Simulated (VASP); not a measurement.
Set up this calculation in VASP 6.6.1, as the native input.

| Quantity | Value |
| --- | --- |
| Task | relaxation of cell and atoms |
| Functional | revPBE |
| Dispersion | D3(BJ) |
| Potentials or basis | VASP PAW PBE potentials, release 64 (Hf_pv, B) |
| Cutoff | 600 eV |
| k mesh | 12 × 12 × 10 |
| Occupations | fermi-dirac, width 0.1 eV |
| Spin | no spin polarisation |
| Dipole correction | no |
| Further INCAR settings | ALGO = Normal; EDIFF = 1e-06; IBRION = 2; EDIFFG = -0.005; NSW = 80; ISIF = 3 |

The structure of HfB2 lies in POSCAR:

```
HfB2
1.0
    3.1400000000      0.0000000000      0.0000000000
   -1.5700000000      2.7193197679      0.0000000000
    0.0000000000      0.0000000000      3.4800000000
Hf B
1 2
Direct
    0.0000000000      0.0000000000      0.0000000000
    0.3333333333      0.6666666667      0.5000000000
    0.6666666667      0.3333333333      0.5000000000
```

One way to write it, as run:

INCAR

```
  PREC = Accurate
  ENCUT = 600
  EDIFF = 1E-6
  ISMEAR = -1
  SIGMA = 0.1
  LREAL = F
  LASPH = T
  NELM = 100
  ALGO = Normal
  ISIF = 3
  LWAVE = F
  LCHARG = F
  GGA = RE
  IVDW = 12
  IBRION = 2
  NSW = 80
  EDIFFG = -0.005
```

KPOINTS

```
Automatic mesh
0
Gamma
  12 12 10
```

Potentials or basis: VASP PAW PBE potentials, release 64 (Hf_pv, B).

Run with:

```console
$ cat potpaw_PBE.64/Hf_pv/POTCAR potpaw_PBE.64/B/POTCAR > POTCAR
$ mpirun -np 1 vasp_std > vasp.out
```

Results of the run:

The relaxed volume is 9.62 Å³/atom. The relaxed cell is a = 3.111 Å, b = 3.111 Å, c = 3.445 Å, α = 90.00°, β = 90.00°, γ = 120.00° and the space group after relaxing (to 0.1 Å) is P6/mmm (No. 191). The energy gained by relaxing is 6.6 meV/atom. The ionic steps are 8, the pressure after relaxing is 0.0 GPa and the band gap on the k mesh is zero (bands 8 and 9 overlap by 1.36 eV). The dispersion energy per atom is -0.699 eV.

Caveat: the PAW data sets were made with another functional, which shifts forces and pressure a little; spin-orbit coupling is left out, which moves the levels of the heavy elements.

Wall time 120 s on 1 thread of Intel(R) Xeon(R) 6975P-C (Granite Rapids), on a shared host, peak memory 0.22 GiB.
